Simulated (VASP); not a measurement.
# CdSe (F-43m) in VASP: a series of runs

CdSe is run at these levels: PBE; tasks: electric field gradients.

Program: VASP 6.6.1. These are calculated values, not measurements. Logs are shortened: lines on timing, memory, paths and dates and some standing lists are left out, and cuts for length are marked.

## (1) The cell of the first run

The structure is cubic, space group F-43m (No. 216). Conventional cell: a = 6.181 Å, b = 6.181 Å, c = 6.181 Å, α = 90.00°, β = 90.00°, γ = 90.00°. Cd (site symmetry -43m) has 4 Se at 2.68 Å within 3.5 Å. Within 3.5 Å of Se (site symmetry -43m) lie 4 Cd at 2.68 Å.

## (2) Electric field gradients, PBE (volume scaled by 1.02)

Input file INCAR:

```
SYSTEM = CdSe
ALGO = Normal ; EDIFF = 1E-8
ENCUT = 520 ; GGA = PE
ISIF = 2 ; ISMEAR = -1
LASPH = .TRUE. ; LCHARG = .FALSE.
LEFG = .TRUE. ; LREAL = .FALSE.
LWAVE = .FALSE. ; NBANDS = 16
NELM = 80 ; PREC = Accurate
SIGMA = 0.03
```

Input file KPOINTS:

```
k-points
0
G
  8 8 8
  0 0 0
```

Input file POSCAR:

```
CdSe
1.0
    0.0000000000      3.0906047130      3.0906047130
    3.0906047130      0.0000000000      3.0906047130
    3.0906047130      3.0906047130      0.0000000000
Cd Se
1 1
Direct
    0.0000000000      0.0000000000      0.0000000000
    0.2500000000      0.2500000000      0.2500000000
```

Potentials or basis: VASP PAW PBE potentials, release 64 (Cd, Se).

The run is started by

```bash
$ cat potpaw_PBE.64/Cd/POTCAR potpaw_PBE.64/Se/POTCAR > POTCAR
$ mpirun -np 1 vasp_std > vasp.out
```

OUTCAR:

```text
SYSTEM = CdSe
   EDIFF = 1E-8
   ENCUT = 520
   GGA = PE
   ISIF = 2
   ISMEAR = -1
   LASPH = .TRUE.
   LREAL = .FALSE.
   NELM = 80
   PREC = Accurate

 ion  position               nearest neighbor table
   1  0.000  0.000  0.000-   2 2.68   2 2.68   2 2.68   2 2.68
   2  0.250  0.250  0.250-   1 2.68   1 2.68   1 2.68   1 2.68

  LATTYP: Found a face centered cubic cell.
 ALAT       =     6.1812094260

  Lattice vectors:

 A1 = (   0.0000000000,   3.0906047130,   3.0906047130)
 A2 = (   3.0906047130,   0.0000000000,   3.0906047130)
 A3 = (   3.0906047130,   3.0906047130,   0.0000000000)

Analysis of symmetry for initial positions (statically):
=====================================================================
 Subroutine PRICEL returns:
 Original cell was already a primitive cell.

 Routine SETGRP: Setting up the symmetry group for a
 face centered cubic supercell.

 Subroutine GETGRP returns: Found 24 space group operations
 (whereof 24 operations were pure point group operations)
 out of a pool of 48 trial point group operations.

The static configuration has the point symmetry T_d .

Analysis of symmetry for dynamics (positions and initial velocities):
=====================================================================
 Subroutine PRICEL returns:
 Original cell was already a primitive cell.

 Routine SETGRP: Setting up the symmetry group for a
 face centered cubic supercell.

 Subroutine GETGRP returns: Found 24 space group operations
 (whereof 24 operations were pure point group operations)
 out of a pool of 48 trial point group operations.

The dynamic configuration has the point symmetry T_d .

 Subroutine INISYM returns: Found 24 space group operations
 (whereof 24 operations are pure point group operations),
 and found     1 'primitive' translations

----------------------------------------------------------------------------------------

                                     Primitive cell

  volume of cell :      59.0419

  direct lattice vectors                    reciprocal lattice vectors
     0.000000000  3.090604713  3.090604713    -0.161780637  0.161780637  0.161780637
     3.090604713  0.000000000  3.090604713     0.161780637 -0.161780637  0.161780637
     3.090604713  3.090604713  0.000000000     0.161780637  0.161780637 -0.161780637

  length of vectors
     4.370775101  4.370775101  4.370775101     0.280212283  0.280212283  0.280212283

  position of ions in fractional coordinates (direct lattice)
     0.000000000  0.000000000  0.000000000
     0.250000000  0.250000000  0.250000000

  ion indices of the primitive-cell ions
   primitive index   ion index
                 1           1
                 2           2

----------------------------------------------------------------------------------------

 KPOINTS: k-points

Automatic generation of k-mesh.
 Grid dimensions read from file:
 generate k-points for:    8    8    8

 Generating k-lattice:

  Cartesian coordinates                     Fractional coordinates (reciprocal lattice)
    -0.020222580  0.020222580  0.020222580     0.125000000  0.000000000  0.000000000
     0.020222580 -0.020222580  0.020222580     0.000000000  0.125000000  0.000000000
     0.020222580  0.020222580 -0.020222580     0.000000000  0.000000000  0.125000000

  Length of vectors
     0.035026535  0.035026535  0.035026535

  Shift w.r.t. Gamma in fractional coordinates (k-lattice)
     0.000000000  0.000000000  0.000000000

 Subroutine IBZKPT returns following result:
 ===========================================

 Found     29 irreducible k-points:

 Following reciprocal coordinates:
            Coordinates               Weight
  0.000000  0.000000  0.000000      1.000000
  0.125000  0.000000  0.000000      8.000000
  0.250000  0.000000  0.000000      8.000000
  0.375000  0.000000  0.000000      8.000000
  0.500000  0.000000  0.000000      4.000000
  0.125000  0.125000  0.000000      6.000000
[... 16 lines left out ...]
  0.500000  0.250000  0.125000     48.000000
 -0.375000  0.250000  0.125000     24.000000
 [... further k-points ...]
   k-points           NKPTS =     29   k-points in BZ     NKDIM =     29   number of bands    NBANDS=     16
   number of dos      NEDOS =    301   number of ions     NIONS =      2
   total plane-waves  NPLWV =  46656
   dimension x,y,z NGX =    36 NGY =   36 NGZ =   36
   dimension x,y,z NGXF=    72 NGYF=   72 NGZF=   72
   ions per type =               1   1
   NGX,Y,Z   is equivalent  to a cutoff of  13.69, 13.69, 13.69 a.u.
   NGXF,Y,Z  is equivalent  to a cutoff of  27.39, 27.39, 27.39 a.u.
 SYSTEM =  CdSe
   PREC   = accura    normal or accurate (medium, high low for compatibility)
   ISTART =      0    job   : 0-new  1-cont  2-samecut
   ICHARG =      2    charge: 1-file 2-atom 10-const
   ISPIN  =      1    spin polarized calculation?
   LNONCOLLINEAR =      F non collinear calculations
   LSORBIT =      F    spin-orbit coupling
   LASPH  =      T    aspherical Exc in radial PAW
   ENCUT  =  520.0 eV  38.22 Ry    6.18 a.u.   8.13  8.13  8.13*2*pi/ulx,y,z
   NELM   =     80;   NELMIN=  2; NELMDL= -5     # of ELM steps
   EDIFF  = 0.1E-07   stopping-criterion for ELM
   LREAL  =      F    real-space projection
   EDIFFG = 0.1E-06   stopping-criterion for IOM
   NSW    =      0    number of steps for IOM
   IBRION =     -1    ionic relax: 0-MD 1-quasi-New 2-CG
   NFREE  =      0    steps in history (QN), initial steepest desc. (CG)
   ISIF   =      2    stress and relaxation
   ISYM   =      2    0-nonsym 1-usesym 2-fastsym
   POTIM  = 0.5000    time-step for ionic-motion
   TEBEG  =    0.0;   TEEND  =   0.0 temperature during run
   PSTRESS=    0.0 pullay stress
   NELECT =      18.0000    total number of electrons
   NUPDOWN=      -1.0000    fix difference up-down
   EMIN   =  10.00;   EMAX   =-10.00  energy-range for DOS
   EFERMI =   0.00;   METHOD = LEGACY
   ISMEAR =    -1;   SIGMA  =   0.03  broadening in eV -4-tet -1-fermi 0-gaus
   EFERMI_NEDOS =   21; number of points for ismear=-14 and -15
   IALGO  =     38    algorithm
   IMIX   =      4    mixing-type and parameters
     AMIX     =   0.40;   BMIX     =  1.00
     AMIX_MAG =   1.60;   BMIX_MAG =  1.00
  volume/ion in A,a.u.               =      29.52       199.22
  Fermi-wavevector in a.u.,A,eV,Ry     =   1.101824  2.082145 16.517690  1.214016
  Thomas-Fermi vector in A             =   2.238257
   LORBIT       =      0    0 simple, 1 ext, 2 COOP (PROOUT), +10 PAW based schemes
   GGA     = PE    functional components
   LHFCALC =     F    Hartree Fock is set to
   AEXX    =    0.0000 exact exchange contribution
   IVDW    =     0    specifies the selected vdW correction
   LEPSILON=     F    determine dielectric tensor
   LRPA    =     F    only Hartree local field effects (RPA)
 non-spin polarized calculation
  energy-cutoff  :      520.00
  volume of cell :       59.04
 maximum number of plane-waves:      1639
 NGX is ok and might be reduce to    36
   NGX = 17   NGY = 17   NGZ = 17

 number of electron      17.9999999 magnetization

 Free energy of the ion-electron system (eV)
  ---------------------------------------------------
  ext. energy  EPLUGINS =         0.00000000
  ---------------------------------------------------
  free energy    TOTEN  =        -5.49816397 eV

  energy without entropy =       -5.49816309  energy(sigma->0) =       -5.49816353

 E-fermi :   0.8421     XC(G=0):  -8.6670

 val. band max:        0.5694811284   @ k =   0.0000   0.0000   0.0000
 cond. band min:       1.0779001630   @ k =   0.0000   0.0000   0.0000
 fundamental gap:      0.5084190346
 Fermi energy:         0.8421055498

 k-point     1 :       0.0000    0.0000    0.0000
  band No.  band energies     occupation
      1     -11.7642      2.00000
      2      -7.2141      2.00000
      3      -7.2141      2.00000
      4      -7.2141      2.00000
      5      -6.8894      2.00000
      6      -6.8894      2.00000
[... 8 lines left out ...]
     15      11.5574      0.00000
     16      11.5574      0.00000

 k-point     2 :       0.1250    0.0000    0.0000
  band No.  band energies     occupation
      1     -11.7164      2.00000
      2      -7.1991      2.00000
      3      -7.1991      2.00000
      4      -7.1687      2.00000
      5      -6.8901      2.00000
      6      -6.8901      2.00000
[... 8 lines left out ...]
     15      10.8280      0.00000
     16      10.8861      0.00000
[... 387 lines left out ...]
      5      -6.8700      2.00000
      6      -6.6730      2.00000
[... 8 lines left out ...]
     15      12.2632      0.00000
     16      13.0382      0.00000

 k-point    24 :      -0.3750    0.2500    0.1250
  band No.  band energies     occupation
      1     -11.3813      2.00000
      2      -7.0998      2.00000
      3      -7.0790      2.00000
      4      -6.9051      2.00000
      5      -6.8748      2.00000
      6      -6.5536      2.00000
[... 8 lines left out ...]
     15      12.1081      0.00000
     16      13.0321      0.00000

 [... further k-points ...]
[... 5 lines left out ...]
  --------------------------------------------------------------------------------------
  -------------------------------------------------------------------------------------
  Total        0.2153561      0.2153561      0.2153561      0.0000000      0.0000000      0.0000000
  in kB        5.8439613      5.8439613      5.8439613      0.0000000      0.0000000      0.0000000
  external PRESSURE =       5.8439613 kB  Pullay stress =       0.0000000 kB

 VOLUME and BASIS-vectors are now :
 -----------------------------------------------------------------------------
  energy-cutoff  :      520.00
  volume of cell :       59.04
      direct lattice vectors                 reciprocal lattice vectors
     0.000000000  3.090604713  3.090604713    -0.161780637  0.161780637  0.161780637
     3.090604713  0.000000000  3.090604713     0.161780637 -0.161780637  0.161780637
     3.090604713  3.090604713  0.000000000     0.161780637  0.161780637 -0.161780637

 POSITION                                       TOTAL-FORCE (eV/Angst)
 -----------------------------------------------------------------------------------
      0.00000      0.00000      0.00000         0.000000      0.000000      0.000000
      1.54530      1.54530      1.54530        -0.000000     -0.000000     -0.000000
 -----------------------------------------------------------------------------------
    total drift:                               -0.000000     -0.000000     -0.000000

  FREE ENERGIE OF THE ION-ELECTRON SYSTEM (eV)
  ---------------------------------------------------
  free  energy   TOTEN  =        -5.4981639683 eV

  energy  without entropy=       -5.4981630897  energy(sigma->0) =       -5.49816353

 Electric field gradients (V/A^2)
---------------------------------------------------------------------
 ion       V_xx      V_yy      V_zz      V_xy      V_xz      V_yz
---------------------------------------------------------------------
   1      -0.000     0.000    -0.000    -0.002    -0.002    -0.002
   2      -0.000     0.000     0.000     0.000     0.000     0.000
---------------------------------------------------------------------

 Electric field gradients after diagonalization (V/A^2)
 (convention: |V_zz| > |V_xx| > |V_yy|)
----------------------------------------------------------------------
 ion       V_xx      V_yy      V_zz     asymmetry (V_yy - V_xx)/ V_zz
----------------------------------------------------------------------
   1       0.002     0.002    -0.003       0.000
   2      -0.000    -0.000     0.000       0.000
----------------------------------------------------------------------

           NMR quadrupolar parameters

 Cq : quadrupolar parameter    Cq=e*Q*V_zz/h
 eta: asymmetry parameters     (V_yy - V_xx)/ V_zz
 Q  : nuclear electric quadrupole moment in mb (millibarn)
----------------------------------------------------------------------
 ion       Cq(MHz)       eta       Q (mb)
----------------------------------------------------------------------
   1      -0.000       0.000       1.000
   2       0.000       0.000       1.000
----------------------------------------------------------------------
```

Wall time 16 s (1 thread of Intel Xeon 6975P-C (Granite Rapids), shared host); peak memory 0.2 GiB.

Results:

| Quantity | Value |
| --- | --- |
| Free energy | -5.4982 eV |
| Pressure | 0.6 GPa |
| Band gap on the k mesh | 0.51 eV, direct |

Caveat: without QUAD_EFG the Cq values of the log hold for a quadrupole moment of 1 mb, not for the nuclei.

(Continued in part 2 of 2.)
